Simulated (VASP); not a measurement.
# PtSe2 (P1) in VASP: single point with PBE+D3(BJ)

Aim: the single point of PtSe2 with PBE+D3(BJ).

All numbers are computed with VASP 6.6.1; they aren't measurements. Logs are shortened: lines on timing, memory, paths and dates and some standing lists are left out, and cuts for length are marked.

**1. The cell of the first run**

The typed cell holds 3 atoms: a = 3.840 Å, b = 3.777 Å, c = 4.729 Å, α = 90.86°, β = 87.73°, γ = 119.99°.

**2. Single point, PBE+D3(BJ)**

Input file INCAR:

```
PREC = Accurate
ENCUT = 520
EDIFF = 1E-6
ISMEAR = 0
SIGMA = 0.15
LREAL = F
LASPH = T
NELM = 100
ALGO = Normal
ISIF = 2
LWAVE = F
LCHARG = F
GGA = PE
IVDW = 12
NBANDS = 18
```

Input file KPOINTS:

```
Automatic mesh
0
Gamma
  12 12 8
```

Input file POSCAR:

```
PtSe2
1.0
    3.8392095518      0.0184532218      0.0746959482
   -1.9036238170      3.2622533154     -0.0280305239
    0.0954929232      0.0137543664      4.7280102635
Pt Se
1 2
Direct
    0.0023667947      0.0015470984     -0.0010291156
    0.3301728369      0.6657677067      0.2659026972
    0.6674603684      0.3326851948      0.7351264184
```

Potentials or basis: VASP PAW PBE potentials, release 64 (Pt, Se).

The run is started by

```bash
cat potpaw_PBE.64/Pt/POTCAR potpaw_PBE.64/Se/POTCAR > POTCAR
mpirun -np 1 vasp_std > vasp.out
```

OUTCAR:

```text
PREC = Accurate
   ENCUT = 520
   EDIFF = 1E-6
   ISMEAR = 0
   LREAL = F
   LASPH = T
   NELM = 100
   ISIF = 2
   GGA = PE
   IVDW = 12
 IVDW          = 12

 ion  position               nearest neighbor table
   1  0.002  0.002  0.999-   3 2.50   2 2.52   3 2.53   2 2.53   2 2.56   3 2.56
   2  0.330  0.666  0.266-   1 2.52   1 2.53   1 2.56
   3  0.667  0.333  0.735-   1 2.50   1 2.53   1 2.56

  LATTYP: Found a triclinic cell.
 ALAT       =     3.8399804672
 B/A-ratio  =     2.0816727655
 C/A-ratio  =     0.9920423401
 COS(alpha) =     0.0009192020
 COS(beta)  =     0.5123795350
 COS(gamma) =     0.6931285641

  Lattice vectors:

 A1 = (   3.8392095518,   0.0184532218,   0.0746959482)
 A2 = (   5.6473404456,  -3.2575544600,  -4.6252837914)
 A3 = (   1.9355857348,   3.2807065372,   0.0466654243)

Analysis of symmetry for initial positions (statically):
=====================================================================
 Subroutine PRICEL returns:
 Original cell was already a primitive cell.

 Routine SETGRP: Setting up the symmetry group for a
 triclinic supercell.

 Subroutine GETGRP returns: Found  1 space group operations
 (whereof  1 operations were pure point group operations)
 out of a pool of  2 trial point group operations.

The static configuration has the point symmetry C_1 .

Analysis of symmetry for dynamics (positions and initial velocities):
=====================================================================
 Subroutine PRICEL returns:
 Original cell was already a primitive cell.

 Routine SETGRP: Setting up the symmetry group for a
 triclinic supercell.

 Subroutine GETGRP returns: Found  1 space group operations
 (whereof  1 operations were pure point group operations)
 out of a pool of  2 trial point group operations.

The dynamic configuration has the point symmetry C_1 .

 Subroutine INISYM returns: Found  1 space group operations
 (whereof  1 operations are pure point group operations),
 and found     1 'primitive' translations

----------------------------------------------------------------------------------------

                                     Primitive cell

  volume of cell :      59.3581

  direct lattice vectors                    reciprocal lattice vectors
     3.839209552  0.018453222  0.074695948     0.259852389  0.151582871 -0.005689283
    -1.903623817  3.262253315 -0.028030524    -0.001452533  0.305681602 -0.000859928
     0.095492923  0.013754366  4.728010263    -0.004113916 -0.000582531  0.211590248

  length of vectors
     3.839980467  3.777150519  4.728994516     0.300887020  0.305686263  0.211631039

  position of ions in fractional coordinates (direct lattice)
     0.002366795  0.001547098  0.998970884
     0.330172837  0.665767707  0.265902697
     0.667460368  0.332685195  0.735126418

  ion indices of the primitive-cell ions
   primitive index   ion index
                 1           1
                 2           2
                 3           3

----------------------------------------------------------------------------------------

 KPOINTS: Automatic mesh

Automatic generation of k-mesh.
 Grid dimensions read from file:
 generate k-points for:   12   12    8

 Generating k-lattice:

  Cartesian coordinates                     Fractional coordinates (reciprocal lattice)
     0.021654366  0.012631906 -0.000474107     0.083333333  0.000000000 -0.000000000
    -0.000121044  0.025473467 -0.000071661    -0.000000000  0.083333333  0.000000000
    -0.000514239 -0.000072816  0.026448781     0.000000000 -0.000000000  0.125000000

  Length of vectors
     0.025073918  0.025473855  0.026453880

  Shift w.r.t. Gamma in fractional coordinates (k-lattice)
     0.000000000  0.000000000  0.000000000

 Subroutine IBZKPT returns following result:
 ===========================================

 Found    580 irreducible k-points:

 Following reciprocal coordinates:
            Coordinates               Weight
  0.000000  0.000000  0.000000      1.000000
  0.083333 -0.000000  0.000000      2.000000
  0.166667 -0.000000  0.000000      2.000000
  0.250000 -0.000000  0.000000      2.000000
  0.333333 -0.000000  0.000000      2.000000
  0.416667  0.000000  0.000000      2.000000
[... 16 lines left out ...]
  0.250000  0.166667  0.000000      2.000000
  0.333333  0.166667  0.000000      2.000000
 [... further k-points ...]
   k-points           NKPTS =    580   k-points in BZ     NKDIM =    580   number of bands    NBANDS=     18
   number of dos      NEDOS =    301   number of ions     NIONS =      3
   total plane-waves  NPLWV =  30240
   dimension x,y,z NGX =    30 NGY =   28 NGZ =   36
   dimension x,y,z NGXF=    60 NGYF=   56 NGZF=   72
   ions per type =               1   2
   NGX,Y,Z   is equivalent  to a cutoff of  12.99, 12.32, 12.66 a.u.
   NGXF,Y,Z  is equivalent  to a cutoff of  25.98, 24.65, 25.31 a.u.
 SYSTEM =  unknown system
   PREC   = accura    normal or accurate (medium, high low for compatibility)
   ISTART =      0    job   : 0-new  1-cont  2-samecut
   ICHARG =      2    charge: 1-file 2-atom 10-const
   ISPIN  =      1    spin polarized calculation?
   LNONCOLLINEAR =      F non collinear calculations
   LSORBIT =      F    spin-orbit coupling
   LASPH  =      T    aspherical Exc in radial PAW
   ENCUT  =  520.0 eV  38.22 Ry    6.18 a.u.   7.14  7.02  8.79*2*pi/ulx,y,z
   NELM   =    100;   NELMIN=  2; NELMDL= -5     # of ELM steps
   EDIFF  = 0.1E-05   stopping-criterion for ELM
   LREAL  =      F    real-space projection
[... 7 lines left out ...]
   TEBEG  =    0.0;   TEEND  =   0.0 temperature during run
   PSTRESS=    0.0 pullay stress
   NELECT =      22.0000    total number of electrons
   NUPDOWN=      -1.0000    fix difference up-down
   EMIN   =  10.00;   EMAX   =-10.00  energy-range for DOS
   EFERMI =   0.00;   METHOD = LEGACY
   ISMEAR =     0;   SIGMA  =   0.15  broadening in eV -4-tet -1-fermi 0-gaus
   EFERMI_NEDOS =   21; number of points for ismear=-14 and -15
   IALGO  =     38    algorithm
   IMIX   =      4    mixing-type and parameters
     AMIX     =   0.40;   BMIX     =  1.00
     AMIX_MAG =   1.60;   BMIX_MAG =  1.00
  volume/ion in A,a.u.               =      19.79       133.52
  Fermi-wavevector in a.u.,A,eV,Ry     =   1.175950  2.222224 18.814942  1.382859
  Thomas-Fermi vector in A             =   2.312322
   LORBIT       =      0    0 simple, 1 ext, 2 COOP (PROOUT), +10 PAW based schemes
   GGA     = PE    functional components
   LHFCALC =     F    Hartree Fock is set to
   AEXX    =    0.0000 exact exchange contribution
   IVDW    =    12    specifies the selected vdW correction
   LEPSILON=     F    determine dielectric tensor
   LRPA    =     F    only Hartree local field effects (RPA)
 non-spin polarized calculation
 Gauss-broadening in eV      SIGMA  =   0.15
  energy-cutoff  :      520.00
  volume of cell :       59.36
 maximum number of plane-waves:      1617
 NGX is ok and might be reduce to    30
   NGX = 15   NGY = 15   NGZ = 17

 number of electron      22.0000000 magnetization

 Free energy of the ion-electron system (eV)
  ---------------------------------------------------
  ext. energy  EPLUGINS =         0.00000000
  ---------------------------------------------------
  free energy    TOTEN  =       -14.16986327 eV

  energy without entropy =      -14.16124697  energy(sigma->0) =      -14.16555512

 E-fermi :   6.6783     XC(G=0): -10.8365

 val. band max:        6.6721876429   @ k =   0.3333   0.4167   0.0000
 cond. band min:       6.6799800908   @ k =  -0.3333  -0.1667   0.1250
 fundamental gap:      0.0077924478
 Fermi energy:         6.6782871261

 k-point     1 :       0.0000    0.0000    0.0000
  band No.  band energies     occupation
      1      -8.9705      2.00000
      2      -5.7469      2.00000
      3      -0.3212      2.00000
      4       0.3943      2.00000
      5       0.5261      2.00000
      6       2.9193      2.00000
[... 10 lines left out ...]
     17      14.0247      0.00000
     18      18.2717      0.00000

 k-point     2 :       0.0833   -0.0000    0.0000
  band No.  band energies     occupation
      1      -8.8973      2.00000
      2      -5.8015      2.00000
      3      -0.2227      2.00000
      4       0.4823      2.00000
      5       0.5786      2.00000
      6       2.8227      2.00000
[... 10 lines left out ...]
     17      14.2201      0.00000
     18      17.1167      0.00000

 k-point     3 :       0.1667   -0.0000    0.0000
  band No.  band energies     occupation
      1      -8.6844      2.00000
      2      -5.9503      2.00000
      3       0.0529      2.00000
      4       0.7145      2.00000
      5       0.7457      2.00000
      6       2.4373      2.00000
[... 10 lines left out ...]
     17      14.7560      0.00000
     18      15.8887      0.00000

 k-point     4 :       0.2500   -0.0000    0.0000
  band No.  band energies     occupation
      1      -8.3531      2.00000
      2      -6.1607      2.00000
      3       0.4444      2.00000
      4       0.9382      2.00000
      5       1.0425      2.00000
      6       1.7425      2.00000
[... 375 lines left out ...]
      4       1.0582      2.00000
      5       1.2241      2.00000
      6       1.4256      2.00000
[... 10 lines left out ...]
     17      14.8830      0.00000
     18      15.5902      0.00000

 k-point    23 :       0.2500    0.1667    0.0000
  band No.  band energies     occupation
      1      -7.7691      2.00000
      2      -6.4739      2.00000
      3       0.5573      2.00000
      4       0.9344      2.00000
      5       1.4151      2.00000
      6       1.4908      2.00000
[... 10 lines left out ...]
     17      15.0764      0.00000
     18      15.7544      0.00000

 k-point    24 :       0.3333    0.1667    0.0000
  band No.  band energies     occupation
      1      -7.3833      2.00000
      2      -6.7005      2.00000
      3      -0.0617      2.00000
      4       1.0378      2.00000
      5       1.5135      2.00000
      6       1.8238      2.00000
[... 10 lines left out ...]
     17      15.3398      0.00000
     18      16.1689      0.00000

 [... further k-points ...]

------------------------ aborting loop because EDIFF is reached ----------------------------------------

 Edisp (eV)   -1.47178

 E8    (eV) :    -0.6324

  FORCE on cell =-STRESS in cart. coord.  units (eV):
  Direction    XX          YY          ZZ          XY          YZ          ZX
  --------------------------------------------------------------------------------------
  -------------------------------------------------------------------------------------
  Total      -0.81736    -0.15581     0.27322     0.31391     0.05508    -1.02321
  in kB     -22.06202    -4.20562     7.37457     8.47306     1.48659   -27.61807
  external pressure =       -6.30 kB  Pullay stress =        0.00 kB

 VOLUME and BASIS-vectors are now :
 -----------------------------------------------------------------------------
  energy-cutoff  :      520.00
  volume of cell :       59.36
      direct lattice vectors                 reciprocal lattice vectors
     3.839209552  0.018453222  0.074695948     0.259852389  0.151582871 -0.005689283
    -1.903623817  3.262253315 -0.028030524    -0.001452533  0.305681602 -0.000859928
     0.095492923  0.013754366  4.728010263    -0.004113916 -0.000582531  0.211590248

 POSITION                                       TOTAL-FORCE (eV/Angst)
 -----------------------------------------------------------------------------------
      0.10154      0.01883      4.72328        -0.139637     -0.114570      0.112569
      0.02562      2.18165      1.26319        -0.143015      0.064220     -0.012356
      1.99941      1.10773      3.51622         0.282651      0.050350     -0.100213
 -----------------------------------------------------------------------------------
    total drift:                               -0.000007      0.000020      0.000017

  FREE ENERGIE OF THE ION-ELECTRON SYSTEM (eV)
  ---------------------------------------------------
  free  energy   TOTEN  =       -15.6416433925 eV

  energy  without entropy=      -15.6330271009  energy(sigma->0) =      -15.63733525
```

Run time: 11 min. Hardware: 1 thread of Intel Xeon 8259CL, shared host; peak memory 0.69 GiB.

What came out:

```
Free energy                : -15.6416 eV
Pressure                   : -0.6 GPa
Largest force              : 0.304 eV/Å
Band gap on the k mesh     : zero (bands 11 and 12 overlap by 0.92 eV)
Dispersion energy per atom : -0.491 eV
```

Forces on the atoms (eV/Å):
```
Pt  -0.140 -0.115  0.113
Se  -0.143  0.064 -0.012
Se   0.283  0.050 -0.100
```

Caveat: spin-orbit coupling is left out, which moves the levels of the heavy elements.
